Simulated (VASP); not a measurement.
# Li2Se (Fm-3m) in VASP: notebook, part 2 of 2

VASP 6.6.1. Earlier steps stand in the parts before.

## Step 4: Single point, PBE+D4

File INCAR:

```
SYSTEM = Li2Se
PREC = Accurate ; ENCUT = 750
EDIFF = 1E-6 ; ISMEAR = 0
SIGMA = 0.05 ; LREAL = .False.
LASPH = .True. ; NELM = 120
ALGO = Normal ; ISIF = 2
LWAVE = .False. ; LCHARG = .False.
GGA = PE ; IVDW = 13
NBANDS = 13 ; GGA_COMPAT = .False.
```

File KPOINTS:

```
Automatic mesh
0
Gamma
  8 8 8
  0 0 0
```

File POSCAR:

```
Li2Se
1.0
    0.0000000000      3.0024997683      3.0024997683
    3.0024997683      0.0000000000      3.0024997683
    3.0024997683      3.0024997683      0.0000000000
Li Se
2 1
Direct
    0.2500000000      0.2500000000      0.2500000000
    0.7500000000      0.7500000000      0.7500000000
    0.0000000000      0.0000000000      0.0000000000
```

Potentials or basis: VASP PAW PBE potentials, release 64 (Li_sv, Se).

The run is started by

```bash
cat potpaw_PBE.64/Li_sv/POTCAR potpaw_PBE.64/Se/POTCAR > POTCAR
mpirun -np 1 vasp_std > vasp.out
```

OUTCAR:

```text
SYSTEM = Li2Se
   PREC = Accurate
   ENCUT = 750
   EDIFF = 1E-6
   ISMEAR = 0
   LREAL = .False.
   LASPH = .True.
   NELM = 120
   ISIF = 2
   GGA = PE
   IVDW = 13

 ion  position               nearest neighbor table
   1  0.250  0.250  0.250-   3 2.60   3 2.60   3 2.60   3 2.60
   2  0.750  0.750  0.750-   3 2.60   3 2.60   3 2.60   3 2.60
   3  0.000  0.000  0.000-   2 2.60   2 2.60   2 2.60   1 2.60   2 2.60   1 2.60   1 2.60   1 2.60

  LATTYP: Found a face centered cubic cell.
 ALAT       =     6.0049995366

  Lattice vectors:

 A1 = (   0.0000000000,   3.0024997683,   3.0024997683)
 A2 = (   3.0024997683,   0.0000000000,   3.0024997683)
 A3 = (   3.0024997683,   3.0024997683,   0.0000000000)

Analysis of symmetry for initial positions (statically):
=====================================================================
 Subroutine PRICEL returns:
 Original cell was already a primitive cell.

 Routine SETGRP: Setting up the symmetry group for a
 face centered cubic supercell.

 Subroutine GETGRP returns: Found 48 space group operations
 (whereof 48 operations were pure point group operations)
 out of a pool of 48 trial point group operations.

The static configuration has the point symmetry O_h .

Analysis of symmetry for dynamics (positions and initial velocities):
=====================================================================
 Subroutine PRICEL returns:
 Original cell was already a primitive cell.

 Routine SETGRP: Setting up the symmetry group for a
 face centered cubic supercell.

 Subroutine GETGRP returns: Found 48 space group operations
 (whereof 48 operations were pure point group operations)
 out of a pool of 48 trial point group operations.

The dynamic configuration has the point symmetry O_h .

 Subroutine INISYM returns: Found 48 space group operations
 (whereof 48 operations are pure point group operations),
 and found     1 'primitive' translations

----------------------------------------------------------------------------------------
[... 127 lines left out ...]
 Gauss-broadening in eV      SIGMA  =   0.05
  energy-cutoff  :      750.00
  volume of cell :       54.14
 maximum number of plane-waves:      2565
 NGX is ok and might be reduce to    40
   NGX = 19   NGY = 19   NGZ = 19

 number of electron      12.0000004 magnetization

 Free energy of the ion-electron system (eV)
  ---------------------------------------------------
  ext. energy  EPLUGINS =         0.00000000
  ---------------------------------------------------
  free energy    TOTEN  =       -11.13102304 eV

  energy without entropy =      -11.13102304  energy(sigma->0) =      -11.13102304

 E-fermi :   1.2074     XC(G=0):  -8.2618

 val. band max:        0.9953836883   @ k =   0.0000   0.0000   0.0000
 cond. band min:       3.9703415376   @ k =   0.5000   0.5000   0.0000
 fundamental gap:      2.9749578493
 Fermi energy:         1.2074174972

 k-point     1 :       0.0000    0.0000    0.0000
  band No.  band energies     occupation
      1     -43.7164      2.00000
      2     -43.6927      2.00000
      3     -10.3937      2.00000
      4       0.9954      2.00000
      5       0.9954      2.00000
      6       0.9954      2.00000
      7       4.3789      0.00000
      8       6.6150      0.00000
      9       6.6150      0.00000
     10       6.6150      0.00000
     11      11.5751      0.00000
     12      11.5751      0.00000
     13      11.9149      0.00000
[... 354 lines left out ...]
  band No.  band energies     occupation
      1     -43.7041      2.00000
      2     -43.7041      2.00000
      3      -9.9721      2.00000
      4      -1.6126      2.00000
      5      -0.3102      2.00000
      6       0.0676      2.00000
      7       6.4017      0.00000
      8       6.7510      0.00000
      9       8.6355      0.00000
     10       9.3587      0.00000
     11      10.3632      0.00000
     12      11.7069      0.00000
     13      13.6091      0.00000

 [... further k-points ...]

------------------------ aborting loop because EDIFF is reached ----------------------------------------

  DFT-D4 for vdW energy calculation

  Edisp (eV):   -0.34546

  FORCE on cell =-STRESS in cart. coord.  units (eV):
  Direction    XX          YY          ZZ          XY          YZ          ZX
  --------------------------------------------------------------------------------------
  -------------------------------------------------------------------------------------
  Total      -0.41696    -0.41696    -0.41696     0.00000     0.00000     0.00000
  in kB     -12.34022   -12.34022   -12.34022     0.00000     0.00000     0.00000
  external pressure =      -12.34 kB  Pullay stress =        0.00 kB

 VOLUME and BASIS-vectors are now :
 -----------------------------------------------------------------------------
  energy-cutoff  :      750.00
  volume of cell :       54.14
      direct lattice vectors                 reciprocal lattice vectors
     0.000000000  3.002499768  3.002499768    -0.166527906  0.166527906  0.166527906
     3.002499768  0.000000000  3.002499768     0.166527906 -0.166527906  0.166527906
     3.002499768  3.002499768  0.000000000     0.166527906  0.166527906 -0.166527906

 POSITION                                       TOTAL-FORCE (eV/Angst)
 -----------------------------------------------------------------------------------
      1.50125      1.50125      1.50125        -0.000000      0.000000      0.000000
      4.50375      4.50375      4.50375         0.000000     -0.000000     -0.000000
      0.00000      0.00000      0.00000         0.000000      0.000000      0.000000
 -----------------------------------------------------------------------------------
    total drift:                                0.000000     -0.000000      0.000000

  FREE ENERGIE OF THE ION-ELECTRON SYSTEM (eV)
  ---------------------------------------------------
  free  energy   TOTEN  =       -11.4764794604 eV

  energy  without entropy=      -11.4764794604  energy(sigma->0) =      -11.47647946
```

stdout:

```text
POSCAR found type information on POSCAR LiSe
 POSCAR found :  2 types and       3 ions
 scaLAPACK will be used
 LDA part: xc-table for (Slater+PW92), standard interpolation
 POSCAR, INCAR and KPOINTS ok, starting setup
 FFT: planning ... GRIDC
 FFT: planning ... GRID_SOFT
 FFT: planning ... GRID
 WAVECAR not read
 entering main loop
```

It took 79 s on 1 thread of AMD EPYC 7R43 (Zen 3), shared host; peak memory 0.21 GiB.

Results:

| Property | Result |
| --- | --- |
| Free energy | -11.4765 eV |
| Pressure | -1.2 GPa |
| Band gap on the k mesh | 2.97 eV, indirect (least direct gap 3.38 eV) |
| Dispersion energy per atom | -0.115 eV |

A k mesh can miss the band edges. A hybrid or GW would open this gap; PBE tends to underestimate it.

## Step 5: Single point, PBE+D4

This run uses another cell than the first one, of 17.90 Å³/atom, 0.992 times its volume.

File INCAR:

```
PREC = Accurate
ENCUT = 750
EDIFF = 1E-6
ISMEAR = 0
SIGMA = 0.05
LREAL = False
LASPH = True
NELM = 120
ALGO = Normal
ISIF = 2
LWAVE = False
LCHARG = True
GGA = PE
IVDW = 13
LELF = True
LVHAR = True
NBANDS = 13
GGA_COMPAT = False
```

File KPOINTS:

```
regular mesh
0
Gamma
  8 8 8
```

File POSCAR:

```
Li2Se
1.0
    0.0000000000      2.9946711783      2.9946711783
    2.9946711783      0.0000000000      2.9946711783
    2.9946711783      2.9946711783      0.0000000000
Li Se
2 1
Direct
    0.2500000000      0.2500000000      0.2500000000
    0.7500000000      0.7500000000      0.7500000000
    0.0000000000      0.0000000000      0.0000000000
```

The run is started by

```bash
cat potpaw_PBE.64/Li_sv/POTCAR potpaw_PBE.64/Se/POTCAR > POTCAR
mpirun -np 1 vasp_std > vasp.out
```

Wall time 82 s (1 thread of AMD EPYC 7R43 (Zen 3), shared host); peak memory 0.2 GiB.

Results (log left out):

| Quantity | Value |
| --- | --- |
| Free energy | -11.4792 eV |
| Pressure | -1.0 GPa |
| Band gap on the k mesh | 2.97 eV, indirect (least direct gap 3.42 eV) |
| Dispersion energy per atom | -0.116 eV |

Levels at points of the mesh, in eV from the valence-band top:
```csv
k point,band 2,band 3,band 4,band 5,band 6,band 7,band 8,band 9,band 10,band 11
"(0.00, 0.00, 0.00)",-44.67,-11.41,0.00,0.00,0.00,3.42,5.62,5.62,5.62,10.60
"(0.50, 0.00, 0.00)",-44.69,-11.04,-2.93,-0.53,-0.53,5.14,5.96,5.96,7.98,11.54
"(0.50, 0.50, 0.00)",-44.68,-10.93,-2.29,-1.45,-1.45,2.97,6.19,10.36,10.36,11.47
```

A k mesh can miss the band edges. As with any semilocal functional, this PBE gap is likely too small.

## Step 6: Overview

| level | cell | gap on the mesh (eV) | pressure (GPa) |
| --- | --- | --- | --- |
| PBE | a = 4.246 Å, angles 60.0°, 3 atoms | 2.97 | 0.0 |
| PBE+D3(BJ) | a = 4.246 Å, angles 60.0°, 3 atoms | 2.97 | -2.6 |
| PBE+D4 | a = 4.246 Å, angles 60.0°, 3 atoms | 2.97 | -1.2 |
| PBE+D4 | a = 4.235 Å, angles 60.0°, 3 atoms | 2.97 | -1.0 |

Alike in all rows: task single point; potentials or basis VASP PAW PBE potentials, release 64 (Li_sv, Se); no spin polarisation; k mesh 8 × 8 × 8; cutoff (eV) 750; smearing gaussian 0.05 eV.

On the cell as given the gap runs from 2.97 eV (PBE) to 2.97 eV (PBE). The pressure there spans -2.6 GPa (PBE+D3(BJ)) to 0.0 GPa (PBE); a positive pressure means that this level wants a larger cell, a negative one a smaller.

Caveats: three body term missing (some runs).

Absolute energies hang on the potentials; compare differences alone.
